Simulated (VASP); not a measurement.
Wanted: the native input for a VASP 6.6.1 run.

```
Task                            : G0W0 quasiparticle levels
Functional                      : PBE
Potentials or basis             : VASP PAW PBE potentials, release 64 (In_d_GW, P_GW)
Cutoff                          : 500 eV
k mesh                          : 4 × 4 × 4
Occupations                     : gaussian, width 0.01 eV
Spin                            : no spin polarisation
Dipole correction               : no
GW scheme                       : G0W0
GW iterations                   : 1
Cutoff of the response function : 150
Frequency points                : 96
Empty bands                     : 220
Further INCAR settings          : ALGO = EVGW0; EDIFF = 1e-08; NBANDS = 229
```

Crystal: InP.

```
CELL_PARAMETERS angstrom
0.00000 2.95379 2.95379
3.02763 0.00000 2.95379
3.02763 2.95379 0.00000
ATOMIC_POSITIONS crystal
In 0.00000 0.00000 0.00000
P 0.25000 0.25000 0.25000
```

The input as run:

POSCAR

```
InP
1.0
    0.0000000000      2.9537876469      2.9537876469
    3.0276323381      0.0000000000      2.9537876469
    3.0276323381      2.9537876469      0.0000000000
In P
1 1
Direct
    0.0000000000      0.0000000000      0.0000000000
    0.2500000000      0.2500000000      0.2500000000
```

INCAR.step1

```
SYSTEM = InP
PREC     = Accurate       ! precision mode
ENCUT    = 500            ! plane-wave cutoff, eV
EDIFF    = 1E-8           ! SCF threshold, eV
ISMEAR   = 0              ! smearing method
SIGMA    = 0.01           ! smearing width, eV
LREAL    = .FALSE.        ! projectors in reciprocal space
LASPH    = .TRUE.         ! aspherical terms in the spheres
NELM     = 100            ! most SCF steps
ALGO     = Normal         ! electronic algorithm
LWAVE    = .TRUE.         ! write WAVECAR
LCHARG   = .FALSE.        ! write CHGCAR
GGA      = PE             ! functional
```

INCAR.step2

```
SYSTEM = InP
PREC     = Accurate       ! precision mode
ENCUT    = 500            ! plane-wave cutoff, eV
EDIFF    = 1E-8           ! SCF threshold, eV
ISMEAR   = 0              ! smearing method
SIGMA    = 0.01           ! smearing width, eV
LREAL    = .FALSE.        ! projectors in reciprocal space
LASPH    = .TRUE.         ! aspherical terms in the spheres
NELM     = 1              ! most SCF steps
ALGO     = Exact          ! electronic algorithm
LWAVE    = .TRUE.         ! write WAVECAR
LCHARG   = .FALSE.        ! write CHGCAR
GGA      = PE             ! functional
NBANDS   = 229            ! bands
LOPTICS  = .TRUE.         ! frequency-dependent dielectric function
ISTART   = 1
```

INCAR.step3

```
SYSTEM = InP
PREC     = Accurate       ! precision mode
ENCUT    = 500            ! plane-wave cutoff, eV
EDIFF    = 1E-8           ! SCF threshold, eV
ISMEAR   = 0              ! smearing method
SIGMA    = 0.01           ! smearing width, eV
LREAL    = .FALSE.        ! projectors in reciprocal space
LASPH    = .TRUE.         ! aspherical terms in the spheres
ALGO     = EVGW0          ! electronic algorithm
LWAVE    = .FALSE.        ! write WAVECAR
LCHARG   = .FALSE.        ! write CHGCAR
GGA      = PE             ! functional
NELMGW   = 1            
NBANDS   = 229            ! bands
ENCUTGW  = 150.0          ! cutoff of the response function
NOMEGA   = 96             ! frequency points
PRECFOCK = Fast         
ISTART   = 1            
NBANDSGW = 17           
OMEGAMAX = 20
```

KPOINTS

```
regular mesh
0
G
  4 4 4
  0 0 0
```

Potentials or basis: VASP PAW PBE potentials, release 64 (In_d_GW, P_GW).

Command:

```console
$ cat potpaw_PBE.64/In_d_GW/POTCAR potpaw_PBE.64/P_GW/POTCAR > POTCAR
$ cp INCAR.step1 INCAR
$ mpirun -np 1 vasp_std > vasp.out
$ cp INCAR.step2 INCAR
$ mpirun -np 1 vasp_std > vasp.out
$ cp INCAR.step3 INCAR
$ mpirun -np 1 vasp_std > vasp.out
```

It gave:

```yaml
Quasiparticle_gap: 0.87 eV
Least_direct_quasiparticle_gap: 0.87 eV
Band_gap_of_the_starting_levels_on_the_mesh: 0.39 eV
Least_direct_gap_of_the_starting_levels_on_the_mesh: 0.39 eV
```

Caveat: the k points lie up to 0.46 Å⁻¹ apart; bands, screening cutoff and mesh are small and nothing is extrapolated, so the quasiparticle values aren't converged; spin-orbit coupling is left out, which moves the levels of the heavy elements.

Run time: 18 min on 1 thread of Intel(R) Xeon(R) Platinum 8375C CPU @ 2.90GHz (Ice Lake) (shared host), peak memory 0.76 GiB.
